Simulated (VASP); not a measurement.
# Al7C (P-43m) in VASP: single point with PBE

Aim: the single point of Al7C with PBE.

Program: VASP 6.6.1. These are calculated values, not measurements. Logs are shortened: lines on timing, memory, paths and dates and some standing lists are left out, and cuts for length are marked.

## Step 1: The cell of the first run

Symmetry: P-43m, No. 215, cubic system. Conventional cell: a = 5.414 Å, b = 5.414 Å, c = 5.414 Å, α = 90.00°, β = 90.00°, γ = 90.00°. Al (site symmetry 3m) has 3 Al at 2.34 Å and 1 C at 2.37 Å within 3.1 Å. Al (site symmetry -42m) has 4 Al at 2.34 Å within 3.1 Å. C (site symmetry -43m) has 4 Al at 2.37 Å within 3.1 Å.

## Step 2: Single point, PBE

The input, INCAR:

```
SYSTEM = Al7C
  PREC = Accurate
  ENCUT = 520
  EDIFF = 1E-7
  ISMEAR = 0
  SIGMA = 0.1
  LREAL = .False.
  LASPH = .True.
  NELM = 60
  ALGO = Normal
  ISIF = 2
  LWAVE = .False.
  LCHARG = .False.
  GGA = PE
  NBANDS = 22
```

The input, KPOINTS:

```
Automatic mesh
0
Gamma
  4 4 4
  0 0 0
```

The input, POSCAR:

```
Al7C
1.0
    5.4141766800      0.0000000000      0.0000000000
    0.0000000000      5.4141766800      0.0000000000
    0.0000000000      0.0000000000      5.4141766800
Al C
7 1
Direct
    0.2526152100      0.2526152100      0.2526152100
    0.0000000000      0.5000000000      0.5000000000
    0.5000000000      0.5000000000      0.0000000000
    0.5000000000      0.0000000000      0.5000000000
    0.7473847900      0.2526152100      0.7473847900
    0.7473847900      0.7473847900      0.2526152100
    0.2526152100      0.7473847900      0.7473847900
    0.0000000000      0.0000000000      0.0000000000
```

Potentials or basis: VASP PAW PBE potentials, release 64 (Al, C).

Command:

```sh
cat potpaw_PBE.64/Al/POTCAR potpaw_PBE.64/C/POTCAR > POTCAR
mpirun -np 1 vasp_std > vasp.out
```

OUTCAR:

```text
SYSTEM = Al7C
   PREC = Accurate
   ENCUT = 520
   EDIFF = 1E-7
   ISMEAR = 0
   LREAL = .False.
   LASPH = .True.
   NELM = 60
   ISIF = 2
   GGA = PE

 ion  position               nearest neighbor table
   1  0.253  0.253  0.253-   2 2.34   3 2.34   4 2.34   8 2.37
   2  0.000  0.500  0.500-   1 2.34   5 2.34   6 2.34   7 2.34
   3  0.500  0.500  0.000-   1 2.34   5 2.34   6 2.34   7 2.34
   4  0.500  0.000  0.500-   1 2.34   5 2.34   6 2.34   7 2.34
   5  0.747  0.253  0.747-   2 2.34   3 2.34   4 2.34   8 2.37
   6  0.747  0.747  0.253-   2 2.34   3 2.34   4 2.34   8 2.37
   7  0.253  0.747  0.747-   2 2.34   3 2.34   4 2.34   8 2.37
   8  0.000  0.000  0.000-   1 2.37   5 2.37   6 2.37   7 2.37

  LATTYP: Found a simple cubic cell.
 ALAT       =     5.4141766800

  Lattice vectors:

 A1 = (   5.4141766800,   0.0000000000,   0.0000000000)
 A2 = (   0.0000000000,   5.4141766800,   0.0000000000)
 A3 = (   0.0000000000,   0.0000000000,   5.4141766800)

Analysis of symmetry for initial positions (statically):
=====================================================================
 Subroutine PRICEL returns:
 Original cell was already a primitive cell.

 Routine SETGRP: Setting up the symmetry group for a
 simple cubic supercell.

 Subroutine GETGRP returns: Found 24 space group operations
 (whereof 24 operations were pure point group operations)
 out of a pool of 48 trial point group operations.

The static configuration has the point symmetry T_d .

Analysis of symmetry for dynamics (positions and initial velocities):
=====================================================================
 Subroutine PRICEL returns:
 Original cell was already a primitive cell.

 Routine SETGRP: Setting up the symmetry group for a
 simple cubic supercell.

 Subroutine GETGRP returns: Found 24 space group operations
 (whereof 24 operations were pure point group operations)
 out of a pool of 48 trial point group operations.

The dynamic configuration has the point symmetry T_d .

 Subroutine INISYM returns: Found 24 space group operations
 (whereof 24 operations are pure point group operations),
 and found     1 'primitive' translations

----------------------------------------------------------------------------------------

                                     Primitive cell

  volume of cell :     158.7074

[... 88 lines left out ...]
   NSW    =      0    number of steps for IOM
   IBRION =     -1    ionic relax: 0-MD 1-quasi-New 2-CG
   NFREE  =      0    steps in history (QN), initial steepest desc. (CG)
   ISIF   =      2    stress and relaxation
   ISYM   =      2    0-nonsym 1-usesym 2-fastsym
   POTIM  = 0.5000    time-step for ionic-motion
   TEBEG  =    0.0;   TEEND  =   0.0 temperature during run
   PSTRESS=    0.0 pullay stress
   NELECT =      25.0000    total number of electrons
   NUPDOWN=      -1.0000    fix difference up-down
   EMIN   =  10.00;   EMAX   =-10.00  energy-range for DOS
   EFERMI =   0.00;   METHOD = LEGACY
   ISMEAR =     0;   SIGMA  =   0.10  broadening in eV -4-tet -1-fermi 0-gaus
   EFERMI_NEDOS =   21; number of points for ismear=-14 and -15
   IALGO  =     38    algorithm
   IMIX   =      4    mixing-type and parameters
     AMIX     =   0.40;   BMIX     =  1.00
     AMIX_MAG =   1.60;   BMIX_MAG =  1.00
  volume/ion in A,a.u.               =      19.84       133.88
  Fermi-wavevector in a.u.,A,eV,Ry     =   0.884143  1.670788 10.635789  0.781708
  Thomas-Fermi vector in A             =   2.005003
   LORBIT       =      0    0 simple, 1 ext, 2 COOP (PROOUT), +10 PAW based schemes
   GGA     = PE    functional components
   LHFCALC =     F    Hartree Fock is set to
   AEXX    =    0.0000 exact exchange contribution
   IVDW    =     0    specifies the selected vdW correction
   LEPSILON=     F    determine dielectric tensor
   LRPA    =     F    only Hartree local field effects (RPA)
 non-spin polarized calculation
 Gauss-broadening in eV      SIGMA  =   0.10
  energy-cutoff  :      520.00
  volume of cell :      158.71
 maximum number of plane-waves:      4337
   NGX = 21   NGY = 21   NGZ = 21

 number of electron      25.0000000 magnetization

 Free energy of the ion-electron system (eV)
  ---------------------------------------------------
  ext. energy  EPLUGINS =         0.00000000
  ---------------------------------------------------
  free energy    TOTEN  =       -24.91069003 eV

  energy without entropy =      -24.86765839  energy(sigma->0) =      -24.88917421

 E-fermi :   4.3188     XC(G=0):  -9.1184

 val. band max:        4.3061668123   @ k =   0.5000   0.5000   0.2500
 cond. band min:       4.3604764029   @ k =   0.2500   0.2500   0.0000
 fundamental gap:      0.0543095907
 Fermi energy:         4.3187978309

 k-point     1 :       0.0000    0.0000    0.0000
  band No.  band energies     occupation
      1      -5.3684      2.00000
      2      -3.0485      2.00000
      3      -0.3321      2.00000
      4      -0.3321      2.00000
      5      -0.1756      2.00000
      6      -0.1756      2.00000
[... 239 lines left out ...]
     21       9.2042      0.00000
     22       9.2042      0.00000

------------------------ aborting loop because EDIFF is reached ----------------------------------------

  FORCE on cell =-STRESS in cart. coord.  units (eV):
  Direction    XX          YY          ZZ          XY          YZ          ZX
  --------------------------------------------------------------------------------------
  -------------------------------------------------------------------------------------
  Total       12.8413693     12.8413693     12.8413693     -0.0000000      0.0000000     -0.0000000
  in kB      129.6357090    129.6357090    129.6357090     -0.0000000      0.0000000     -0.0000000
  external PRESSURE =     129.6357090 kB  Pullay stress =       0.0000000 kB

 VOLUME and BASIS-vectors are now :
 -----------------------------------------------------------------------------
  energy-cutoff  :      520.00
  volume of cell :      158.71
      direct lattice vectors                 reciprocal lattice vectors
     5.414176680  0.000000000  0.000000000     0.184700289  0.000000000  0.000000000
     0.000000000  5.414176680  0.000000000     0.000000000  0.184700289  0.000000000
     0.000000000  0.000000000  5.414176680     0.000000000  0.000000000  0.184700289

 POSITION                                       TOTAL-FORCE (eV/Angst)
 -----------------------------------------------------------------------------------
      1.36770      1.36770      1.36770        -2.453973     -2.453973     -2.453973
      0.00000      2.70709      2.70709         0.000000     -0.000000     -0.000000
      2.70709      2.70709      0.00000         0.000000     -0.000000     -0.000000
      2.70709      0.00000      2.70709         0.000000     -0.000000      0.000000
      4.04647      1.36770      4.04647         2.453973     -2.453973      2.453973
      4.04647      4.04647      1.36770         2.453973      2.453973     -2.453973
      1.36770      4.04647      4.04647        -2.453973      2.453973      2.453973
      0.00000      0.00000      0.00000         0.000000     -0.000000      0.000000
 -----------------------------------------------------------------------------------
    total drift:                               -0.000000     -0.000000     -0.000000

  FREE ENERGIE OF THE ION-ELECTRON SYSTEM (eV)
  ---------------------------------------------------
  free  energy   TOTEN  =       -24.9106900314 eV

  energy  without entropy=      -24.8676583934  energy(sigma->0) =      -24.88917421
```

Wall time 30 s (1 thread of Intel Xeon 6975P-C, shared host); peak memory 0.24 GiB.

Results:

* Free energy: -24.9107 eV
* Pressure: 13.0 GPa
* Largest force: 4.250 eV/Å

Forces on the atoms (eV/Å):
```
Al  -2.454 -2.454 -2.454
Al   0.000  0.000  0.000
Al   0.000  0.000  0.000
Al   0.000  0.000  0.000
Al   2.454 -2.454  2.454
Al   2.454  2.454 -2.454
Al  -2.454  2.454  2.454
C    0.000  0.000  0.000
```

Caveat: forces of over 1 eV/Å act on the atoms, so gaps and moduli don't describe the material at rest.
